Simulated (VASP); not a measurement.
# SnO2 in VASP: notebook

Runs on SnO2. Level: LDA. Tasks: single point.

All numbers are computed with VASP 6.6.1; they aren't measurements. Logs are shortened: lines on timing, memory, paths and dates and some standing lists are left out, and cuts for length are marked.

### 1 The cell of the first run

The typed cell holds 12 atoms: a = 5.699 Å, b = 5.699 Å, c = 5.699 Å, α = 111.91°, β = 108.26°, γ = 108.26°.

### 2 Single point, LDA

Contents of INCAR:

```
ALGO = Normal ; EDIFF = 1E-6
ENCUT = 520 ; ISIF = 2
ISMEAR = 0 ; LASPH = True
LCHARG = False ; LREAL = False
LWAVE = False ; NBANDS = 64
NELM = 100 ; PREC = Accurate
SIGMA = 0.02
```

Contents of KPOINTS:

```
k-points
0
Gamma
  6 6 6
```

Contents of POSCAR:

```
SnO2
1.0
   -3.1904240016      3.3392222613      3.3392226090
    3.1904240016     -3.3392222613      3.3392226090
    3.1904240016      3.3392222613     -3.3392226090
Sn O
4 8
Direct
    0.9999415050      0.2499415050      0.7500000000
    0.0000584950      0.7500584950      0.2500000000
    0.5000000000      0.5000000000      0.5000000000
    0.5000000000      0.0000000000      0.0000000000
    0.1939319174      0.1939750957      0.5000431783
    0.6939902419      0.7500585499      0.9439316920
    0.1939319174      0.6938887391      0.9999568217
    0.3061268580      0.7500585499      0.5560683080
    0.6938731420      0.2499414501      0.4439316920
    0.3060097581      0.2499414501      0.0560683080
    0.8060680826      0.3061112609      0.0000431783
    0.8060680826      0.8060249043      0.4999568217
```

Potentials or basis: VASP PAW LDA potentials, release 64 (Sn_d, O).

Run with:

```bash
> cat potpaw_LDA.64/Sn_d/POTCAR potpaw_LDA.64/O/POTCAR > POTCAR
> mpirun -np 1 vasp_std > vasp.out
```

OUTCAR:

```text
EDIFF = 1E-6
   ENCUT = 520
   ISIF = 2
   ISMEAR = 0
   LASPH = True
   LREAL = False
   NELM = 100
   PREC = Accurate

 ion  position               nearest neighbor table
   1  1.000  0.250  0.750-  10 2.04   9 2.04  12 2.05  11 2.05   7 2.05   5 2.05   2 3.19   2 3.19
                             4 3.70   3 3.70   4 3.70   3 3.70   4 3.70   3 3.70   3 3.70   4 3.70
   2  0.000  0.750  0.250-   6 2.04   8 2.04   5 2.05   7 2.05  11 2.05  12 2.05   1 3.19   1 3.19
                             4 3.70   3 3.70   4 3.70   3 3.70   4 3.70   3 3.70   3 3.70   4 3.70
   3  0.500  0.500  0.500-   5 2.04  12 2.04   9 2.05   8 2.05  10 2.05   6 2.05   4 3.19   4 3.19
                             2 3.70   1 3.70   2 3.70   1 3.70   2 3.70   1 3.70   1 3.70   2 3.70
   4  0.500  0.000  0.000-   7 2.04  11 2.04  10 2.05   6 2.05   8 2.05   9 2.05   3 3.19   3 3.19
                             1 3.70   2 3.70   2 3.70   2 3.70   1 3.70   1 3.70   2 3.70   1 3.70
   5  0.194  0.194  0.500-   3 2.04   2 2.05   1 2.05
   6  0.694  0.750  0.944-   2 2.04   3 2.05   4 2.05
   7  0.194  0.694  1.000-   4 2.04   2 2.05   1 2.05
   8  0.306  0.750  0.556-   2 2.04   3 2.05   4 2.05
   9  0.694  0.250  0.444-   1 2.04   3 2.05   4 2.05
  10  0.306  0.250  0.056-   1 2.04   3 2.05   4 2.05
  11  0.806  0.306  0.000-   4 2.04   1 2.05   2 2.05
  12  0.806  0.806  0.500-   3 2.04   1 2.05   2 2.05

  LATTYP: Found a body centered tetragonal cell.
 ALAT       =     6.6784445226
 C/A-ratio  =     0.9554392466

  Lattice vectors:

 A1 = (  -3.1904240016,   3.3392222613,  -3.3392226090)
 A2 = (  -3.1904240016,  -3.3392222613,   3.3392226090)
 A3 = (   3.1904240016,   3.3392222613,   3.3392226090)

Analysis of symmetry for initial positions (statically):
=====================================================================
 Subroutine PRICEL returns:
 Original cell was already a primitive cell.

 Routine SETGRP: Setting up the symmetry group for a
 body centered tetragonal supercell.

 Subroutine GETGRP returns: Found  8 space group operations
 (whereof  4 operations were pure point group operations)
 out of a pool of 16 trial point group operations.

The static configuration has the point symmetry C_2h.
 The point group associated with its full space group is D_2h.

Analysis of symmetry for dynamics (positions and initial velocities):
=====================================================================
 Subroutine PRICEL returns:
 Original cell was already a primitive cell.

 Routine SETGRP: Setting up the symmetry group for a
 body centered tetragonal supercell.

 Subroutine GETGRP returns: Found  8 space group operations
 (whereof  4 operations were pure point group operations)
 out of a pool of 16 trial point group operations.

The dynamic configuration has the point symmetry C_2h.
 The point group associated with its full space group is D_2h.

 Subroutine INISYM returns: Found  8 space group operations
 (whereof  4 operations are pure point group operations),
 and found     1 'primitive' translations

----------------------------------------------------------------------------------------

                                     Primitive cell

  volume of cell :     142.2981

  direct lattice vectors                    reciprocal lattice vectors
    -3.190424002  3.339222261  3.339222609     0.000000000  0.149735466  0.149735450
     3.190424002 -3.339222261  3.339222609     0.156718981  0.000000000  0.149735450
     3.190424002  3.339222261 -3.339222609     0.156718981  0.149735466  0.000000000

  length of vectors
     5.699089248  5.699089248  5.699089248     0.211757915  0.216752264  0.216752275

  position of ions in fractional coordinates (direct lattice)
     0.999941505  0.249941505  0.750000000
     0.000058495  0.750058495  0.250000000
     0.500000000  0.500000000  0.500000000
     0.500000000  0.000000000  1.000000000
     0.193931917  0.193975096  0.500043178
     0.693990242  0.750058550  0.943931692
     0.193931917  0.693888739  0.999956822
     0.306126858  0.750058550  0.556068308
     0.693873142  0.249941450  0.443931692
     0.306009758  0.249941450  0.056068308
     0.806068083  0.306111261  0.000043178
     0.806068083  0.806024904  0.499956822

  ion indices of the primitive-cell ions
   primitive index   ion index
                 1           1
                 2           2
                 3           3
                 4           4
                 5           5
                 6           6
                 7           7
                 8           8
                 9           9
                10          10
                11          11
                12          12

----------------------------------------------------------------------------------------

 KPOINTS: k-points

Automatic generation of k-mesh.
 Grid dimensions read from file:
 generate k-points for:    6    6    6

 Generating k-lattice:

  Cartesian coordinates                     Fractional coordinates (reciprocal lattice)
     0.000000000  0.024955911  0.024955908     0.166666667  0.000000000  0.000000000
     0.026119830  0.000000000  0.024955908     0.000000000  0.166666667  0.000000000
     0.026119830  0.024955911  0.000000000     0.000000000  0.000000000  0.166666667

  Length of vectors
     0.035292986  0.036125377  0.036125379

  Shift w.r.t. Gamma in fractional coordinates (k-lattice)
     0.000000000  0.000000000  0.000000000

 Subroutine IBZKPT returns following result:
 ===========================================

 Found     46 irreducible k-points:

 Following reciprocal coordinates:
            Coordinates               Weight
  0.000000  0.000000  0.000000      1.000000
  0.166667 -0.000000  0.000000      4.000000
  0.333333  0.000000  0.000000      4.000000
  0.500000  0.000000  0.000000      2.000000
 -0.000000  0.166667  0.000000      4.000000
 -0.166667  0.166667  0.000000      4.000000
[... 16 lines left out ...]
 -0.166667  0.166667  0.166667      2.000000
  0.166667  0.333333  0.166667      4.000000
 [... further k-points ...]
   k-points           NKPTS =     46   k-points in BZ     NKDIM =     46   number of bands    NBANDS=     64
   number of dos      NEDOS =    301   number of ions     NIONS =     12
   total plane-waves  NPLWV =  74088
   dimension x,y,z NGX =    42 NGY =   42 NGZ =   42
   dimension x,y,z NGXF=    84 NGYF=   84 NGZF=   84
   ions per type =               4   8
   NGX,Y,Z   is equivalent  to a cutoff of  12.25, 12.25, 12.25 a.u.
   NGXF,Y,Z  is equivalent  to a cutoff of  24.50, 24.50, 24.50 a.u.
 SYSTEM =  unknown system
   PREC   = accura    normal or accurate (medium, high low for compatibility)
   ISTART =      0    job   : 0-new  1-cont  2-samecut
   ICHARG =      2    charge: 1-file 2-atom 10-const
   ISPIN  =      1    spin polarized calculation?
   LNONCOLLINEAR =      F non collinear calculations
   LSORBIT =      F    spin-orbit coupling
   LASPH  =      T    aspherical Exc in radial PAW
   ENCUT  =  520.0 eV  38.22 Ry    6.18 a.u.  10.60 10.60 10.60*2*pi/ulx,y,z
   NELM   =    100;   NELMIN=  2; NELMDL= -5     # of ELM steps
   EDIFF  = 0.1E-05   stopping-criterion for ELM
   LREAL  =      F    real-space projection
   EDIFFG = 0.1E-04   stopping-criterion for IOM
   NSW    =      0    number of steps for IOM
   IBRION =     -1    ionic relax: 0-MD 1-quasi-New 2-CG
   NFREE  =      0    steps in history (QN), initial steepest desc. (CG)
   ISIF   =      2    stress and relaxation
   ISYM   =      2    0-nonsym 1-usesym 2-fastsym
   POTIM  = 0.5000    time-step for ionic-motion
   TEBEG  =    0.0;   TEEND  =   0.0 temperature during run
   PSTRESS=    0.0 pullay stress
   NELECT =     104.0000    total number of electrons
   NUPDOWN=      -1.0000    fix difference up-down
   EMIN   =  10.00;   EMAX   =-10.00  energy-range for DOS
   EFERMI =   0.00;   METHOD = LEGACY
   ISMEAR =     0;   SIGMA  =   0.02  broadening in eV -4-tet -1-fermi 0-gaus
   EFERMI_NEDOS =   21; number of points for ismear=-14 and -15
   IALGO  =     38    algorithm
   IMIX   =      4    mixing-type and parameters
     AMIX     =   0.40;   BMIX     =  1.00
     AMIX_MAG =   1.60;   BMIX_MAG =  1.00
  volume/ion in A,a.u.               =      11.86        80.02
  Fermi-wavevector in a.u.,A,eV,Ry     =   1.474641  2.786667 29.586760  2.174565
  Thomas-Fermi vector in A             =   2.589387
   LORBIT       =      0    0 simple, 1 ext, 2 COOP (PROOUT), +10 PAW based schemes
   GGA     = CA    functional components
   LHFCALC =     F    Hartree Fock is set to
   AEXX    =    0.0000 exact exchange contribution
   IVDW    =     0    specifies the selected vdW correction
   LEPSILON=     F    determine dielectric tensor
   LRPA    =     F    only Hartree local field effects (RPA)
 non-spin polarized calculation
 Gauss-broadening in eV      SIGMA  =   0.02
  energy-cutoff  :      520.00
  volume of cell :      142.30
 maximum number of plane-waves:      3875
   NGX = 21   NGY = 21   NGZ = 21

 number of electron     104.0000001 magnetization

 Free energy of the ion-electron system (eV)
  ---------------------------------------------------
  ext. energy  EPLUGINS =         0.00000000
  ---------------------------------------------------
  free energy    TOTEN  =       -84.56007998 eV

  energy without entropy =      -84.56007998  energy(sigma->0) =      -84.56007998

 E-fermi :   6.0170     XC(G=0): -11.8310

 val. band max:        5.9342519020   @ k =   0.0000   0.0000   0.0000
 cond. band min:       7.1302770940   @ k =   0.0000   0.0000   0.0000
 fundamental gap:      1.1960251920
 Fermi energy:         6.0169658434

 k-point     1 :       0.0000    0.0000    0.0000
  band No.  band energies     occupation
      1     -15.0834      2.00000
      2     -14.8152      2.00000
      3     -14.8152      2.00000
      4     -14.3552      2.00000
      5     -14.3552      2.00000
      6     -14.3031      2.00000
[... 1597 lines left out ...]
     63      15.7571      0.00000
     64      15.7577      0.00000

 [... further k-points ...]

------------------------ aborting loop because EDIFF is reached ----------------------------------------

  FORCE on cell =-STRESS in cart. coord.  units (eV):
  Direction    XX          YY          ZZ          XY          YZ          ZX
  --------------------------------------------------------------------------------------
  -------------------------------------------------------------------------------------
  Total        1.2136797      0.8078218      0.8075096      0.0000000     -0.0000000      0.0000000
  in kB       13.6651867      9.0955098      9.0919943      0.0000000     -0.0000000      0.0000000
  external PRESSURE =      10.6175636 kB  Pullay stress =       0.0000000 kB

 VOLUME and BASIS-vectors are now :
 -----------------------------------------------------------------------------
  energy-cutoff  :      520.00
  volume of cell :      142.30
      direct lattice vectors                 reciprocal lattice vectors
    -3.190424002  3.339222261  3.339222609     0.000000000  0.149735466  0.149735450
     3.190424002 -3.339222261  3.339222609     0.156718981  0.000000000  0.149735450
     3.190424002  3.339222261 -3.339222609     0.156718981  0.149735466  0.000000000

 POSITION                                       TOTAL-FORCE (eV/Angst)
 -----------------------------------------------------------------------------------
      0.00000      5.00883      1.66922         0.000000      0.000000      0.001079
      3.19042     -1.66961      1.67000        -0.000000      0.000000     -0.001079
      1.59521      1.66961      1.66961        -0.000000      0.000000     -0.000000
     -1.59521      1.66961      1.66961        -0.000000      0.000000     -0.000000
      1.59549      1.66961     -0.37445        -0.000446      0.000000      0.021071
      3.19042      2.96477      1.67000         0.000000      0.021124     -0.000272
      4.78536      1.66961     -0.37445         0.000446      0.000000      0.021071
      3.19042      0.37445      1.67000        -0.000000     -0.021124     -0.000272
      0.00000      2.96477      1.66922        -0.000000      0.021124      0.000272
      0.00000      0.37445      1.66922        -0.000000     -0.021124      0.000272
     -1.59494      1.66961      3.71367        -0.000446     -0.000000     -0.021071
      1.59494      1.66961      3.71367         0.000446     -0.000000     -0.021071
 -----------------------------------------------------------------------------------
    total drift:                                0.000000      0.000000      0.000000

  FREE ENERGIE OF THE ION-ELECTRON SYSTEM (eV)
  ---------------------------------------------------
  free  energy   TOTEN  =       -84.5600799770 eV

  energy  without entropy=      -84.5600799770  energy(sigma->0) =      -84.56007998
```

Run time: 4.6 min. Hardware: 1 thread of Intel Xeon 6975P-C (Granite Rapids), shared host; peak memory 0.41 GiB.

What came out:

```
Free energy            : -84.5601 eV
Pressure               : 1.1 GPa
Largest force          : 0.021 eV/Å
Band gap on the k mesh : 1.20 eV
```

Forces in eV/Å, atoms in the order of the input:
```
Sn   0.000  0.000  0.001
Sn   0.000  0.000 -0.001
Sn   0.000  0.000  0.000
Sn   0.000  0.000  0.000
O    0.000  0.000  0.021
O    0.000  0.021  0.000
O    0.000  0.000  0.021
O    0.000 -0.021  0.000
O    0.000  0.021  0.000
O    0.000 -0.021  0.000
O    0.000  0.000 -0.021
O    0.000  0.000 -0.021
```

Stress tensor (GPa, compression positive):
```
1.37 0.00 0.00
0.00 0.91 0.00
0.00 0.00 0.91
```

Caveat: spin-orbit coupling is left out, which moves the levels of the heavy elements.

### 3 Single point, LDA (12.21 Å³/atom)

This run uses another cell than the first one, of 12.21 Å³/atom.

Contents of INCAR:

```
SYSTEM = SnO2
ALGO = Normal
EDIFF = 1E-7
ENCUT = 520
ISIF = 2
ISMEAR = 0
LASPH = .True.
LCHARG = .False.
LREAL = .False.
LWAVE = .False.
NBANDS = 64
NELM = 60
PREC = Accurate
SIGMA = 0.02
```

Contents of KPOINTS:

```
k-points
0
Gamma
  6 6 6
  0 0 0
```

Contents of POSCAR:

```
SnO2
1.0
   -3.2075693513      3.3798702435      3.3798719248
    3.2075693513     -3.3798702435      3.3798719248
    3.2075693513      3.3798702435     -3.3798719248
Sn O
4 8
Direct
    0.9999850241      0.2499850241      0.7500000000
    0.0000149759      0.7500149759      0.2500000000
    0.5000000000      0.5000000000      0.5000000000
    0.5000000000      0.0000000000      0.0000000000
    0.1934088402      0.1934181889      0.5000093487
    0.6934252532      0.7500163354      0.9434089178
    0.1934088402      0.6933994915      0.9999906513
    0.3066074175      0.7500163354      0.5565910822
    0.6933925825      0.2499836646      0.4434089178
    0.3065747468      0.2499836646      0.0565910822
    0.8065911598      0.3066005085      0.0000093487
    0.8065911598      0.8065818111      0.4999906513
```

Potentials or basis: VASP PAW LDA potentials, release 64 (Sn_d, O).

Run with:

```bash
> cat potpaw_LDA.64/Sn_d/POTCAR potpaw_LDA.64/O/POTCAR > POTCAR
> mpirun -np 1 vasp_std > vasp.out
```

OUTCAR:

```text
SYSTEM = SnO2
   EDIFF = 1E-7
   ENCUT = 520
   ISIF = 2
   ISMEAR = 0
   LASPH = .True.
   LREAL = .False.
   NELM = 60
   PREC = Accurate

 ion  position               nearest neighbor table
   1  1.000  0.250  0.750-  11 2.07  12 2.07   5 2.07   7 2.07   9 2.07  10 2.07   2 3.21   2 3.21
                             4 3.74   3 3.74   4 3.74   3 3.74   4 3.74   3 3.74   3 3.74   4 3.74
   2  0.000  0.750  0.250-   5 2.07   7 2.07  11 2.07  12 2.07   8 2.07   6 2.07   1 3.21   1 3.21
                             4 3.74   3 3.74   4 3.74   3 3.74   4 3.74   3 3.74   3 3.74   4 3.74
   3  0.500  0.500  0.500-   6 2.07  10 2.07   9 2.07   8 2.07   5 2.07  12 2.07   4 3.21   4 3.21
                             2 3.74   1 3.74   2 3.74   1 3.74   2 3.74   1 3.74   1 3.74   2 3.74
[... 1848 lines left out ...]
  volume of cell :      146.57
      direct lattice vectors                 reciprocal lattice vectors
    -3.207569351  3.379870244  3.379871925     0.000000000  0.147934673  0.147934600
     3.207569351 -3.379870244  3.379871925     0.155881275  0.000000000  0.147934600
     3.207569351  3.379870244 -3.379871925     0.155881275  0.147934673  0.000000000

 POSITION                                       TOTAL-FORCE (eV/Angst)
 -----------------------------------------------------------------------------------
      0.00000      5.06981      1.68983        -0.000000     -0.000000      0.000411
      3.20757     -1.68994      1.69004        -0.000000     -0.000000     -0.000411
      1.60378      1.68994      1.68994        -0.000000     -0.000000      0.000000
     -1.60378      1.68994      1.68994        -0.000000     -0.000000      0.000000
      1.60384      1.68994     -0.38254         0.000056     -0.000000      0.016269
      3.20757      2.99733      1.69005        -0.000000      0.016239     -0.000160
      4.81129      1.68994     -0.38254        -0.000056     -0.000000      0.016269
      3.20757      0.38254      1.69005        -0.000000     -0.016239     -0.000160
     -0.00000      2.99733      1.68983         0.000000      0.016239      0.000160
     -0.00000      0.38254      1.68983        -0.000000     -0.016239      0.000160
     -1.60372      1.68994      3.76241         0.000056     -0.000000     -0.016269
      1.60372      1.68994      3.76241        -0.000056     -0.000000     -0.016269
 -----------------------------------------------------------------------------------
    total drift:                                0.000000      0.000000     -0.000000

  FREE ENERGIE OF THE ION-ELECTRON SYSTEM (eV)
  ---------------------------------------------------
  free  energy   TOTEN  =       -84.5144454188 eV

  energy  without entropy=      -84.5144454188  energy(sigma->0) =      -84.51444542
```

OSZICAR:

```text
N       E                     dE             d eps       ncg     rms          rms(c)
DAV:   1     0.158127365767E+04    0.15813E+04   -0.48747E+04  6880   0.258E+03
DAV:   2     0.247232771941E+03   -0.13340E+04   -0.12639E+04  6192   0.798E+02
DAV:   3    -0.684444479223E+02   -0.31568E+03   -0.30885E+03  6336   0.280E+02
DAV:   4    -0.958675546897E+02   -0.27423E+02   -0.27110E+02  7408   0.908E+01
DAV:   5    -0.966689853353E+02   -0.80143E+00   -0.79869E+00  6952   0.163E+01    0.219E+01
DAV:   6    -0.845791598865E+02    0.12090E+02   -0.41797E+01  9440   0.699E+01    0.828E+00
DAV:   7    -0.847015450132E+02   -0.12239E+00   -0.46426E+00  6592   0.889E+00    0.461E+00
DAV:   8    -0.845562338335E+02    0.14531E+00   -0.73962E-01  8544   0.557E+00    0.119E+00
DAV:   9    -0.845140728998E+02    0.42161E-01   -0.19126E-01  8960   0.431E+00    0.212E-01
DAV:  10    -0.845144134239E+02   -0.34052E-03   -0.13944E-02  8152   0.828E-01    0.903E-02
DAV:  11    -0.845144420066E+02   -0.28583E-04   -0.93904E-04  8744   0.287E-01    0.333E-02
DAV:  12    -0.845144540643E+02   -0.12058E-04   -0.10333E-04  7744   0.610E-02    0.294E-02
DAV:  13    -0.845144451308E+02    0.89335E-05   -0.31319E-05  8912   0.521E-02    0.283E-03
DAV:  14    -0.845144454235E+02   -0.29273E-06   -0.43772E-06  7712   0.991E-03    0.285E-03
DAV:  15    -0.845144454188E+02    0.47203E-08   -0.12035E-07  4520   0.340E-03
   1 F= -.84514445E+02 E0= -.84514445E+02  d E =-.359783E-27
```

Wall time 4 min (1 thread of Intel Xeon 6975P-C (Granite Rapids), shared host); peak memory 0.44 GiB.

Results:

| Quantity | Value |
| --- | --- |
| Free energy | -84.5144 eV |
| Pressure | -4.6 GPa |
| Largest force | 0.016 eV/Å |
| Band gap on the k mesh | 0.89 eV |

Forces in eV/Å, atoms in the order of the input:
```
Sn   0.000  0.000  0.000
Sn   0.000  0.000  0.000
Sn   0.000  0.000  0.000
Sn   0.000  0.000  0.000
O    0.000  0.000  0.016
O    0.000  0.016  0.000
O    0.000  0.000  0.016
O    0.000 -0.016  0.000
O    0.000  0.016  0.000
O    0.000 -0.016  0.000
O    0.000  0.000 -0.016
O    0.000  0.000 -0.016
```

Stress tensor (GPa, compression positive):
```
-4.42  0.00  0.00
 0.00 -4.75  0.00
 0.00  0.00 -4.75
```

Caveat: the cell stands under tension; spin-orbit coupling is left out, which moves the levels of the heavy elements.

(Part 1 of 2 ends here.)
